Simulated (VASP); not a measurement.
Wanted: the native input for a VASP 6.6.1 run.

```
Task                               : single point
Functional                         : HSE06
Potentials or basis                : VASP PAW PBE potentials, release 64 (B, P)
Cutoff                             : 520 eV
k mesh                             : 6 × 6 × 6
Occupations                        : gaussian, width 0.01 eV
Spin                               : no spin polarisation
Dipole correction                  : no
Grid for exact exchange (PRECFOCK) : Normal
Further INCAR settings             : ALGO = Normal; EDIFF = 1e-06; NBANDS = 11
Share of exact exchange            : 0.25
Screening parameter                : 0.2079 1/Å
```

The system is BP.

```
CELL_PARAMETERS angstrom
0.00000 2.33637 2.24054
2.33637 0.00000 2.24054
2.33637 2.33637 0.00000
ATOMIC_POSITIONS crystal
B 0.00000 0.00000 0.00000
P 0.25000 0.25000 0.25000
```

This cell differs from its parent crystal: epitaxial xy strain +3.0%.

One way to write it, as run:

POSCAR

```
BP
1.0
    0.0000000000      2.3363651390      2.2405387671
    2.3363651390      0.0000000000      2.2405387671
    2.3363651390      2.3363651390      0.0000000000
B P
1 1
Direct
    0.0000000000      0.0000000000      0.0000000000
    0.2500000000      0.2500000000      0.2500000000
```

INCAR.step1

```
PREC = Accurate
ENCUT = 520
EDIFF = 1E-5
ISMEAR = 0
SIGMA = 0.01
LREAL = F
LASPH = T
NELM = 80
ALGO = Normal
ISIF = 2
LWAVE = T
LCHARG = F
GGA = PE
NBANDS = 11
```

INCAR.step2

```
PREC = Accurate
ENCUT = 520
EDIFF = 1E-6
ISMEAR = 0
SIGMA = 0.01
LREAL = F
LASPH = T
NELM = 80
ALGO = Normal
ISIF = 2
LWAVE = F
LCHARG = F
GGA = PE
LHFCALC = T
HFSCREEN = 0.2079
PRECFOCK = Normal
ISTART = 1
NBANDS = 11
```

KPOINTS

```
regular mesh
0
Gamma
  6 6 6
```

Potentials or basis: VASP PAW PBE potentials, release 64 (B, P).

Run with:

```console
$ cat potpaw_PBE.64/B/POTCAR potpaw_PBE.64/P/POTCAR > POTCAR
$ cp INCAR.step1 INCAR
$ mpirun -np 1 vasp_std > vasp.out
$ cp INCAR.step2 INCAR
$ mpirun -np 1 vasp_std > vasp.out
```

Results of the run:

- Pressure: -9.1 GPa
- Band gap on the k mesh: 1.54 eV (least direct gap 3.84 eV)

Caveat: the cell differs from its parent crystal (epitaxial xy strain +3.0%); the cell stands under tension; the PAW data sets were made with another functional, which shifts forces and pressure a little.

It took 11 min on 1 thread of Intel(R) Xeon(R) Platinum 8375C CPU @ 2.90GHz (Ice Lake), on a shared host, peak memory 0.25 GiB.
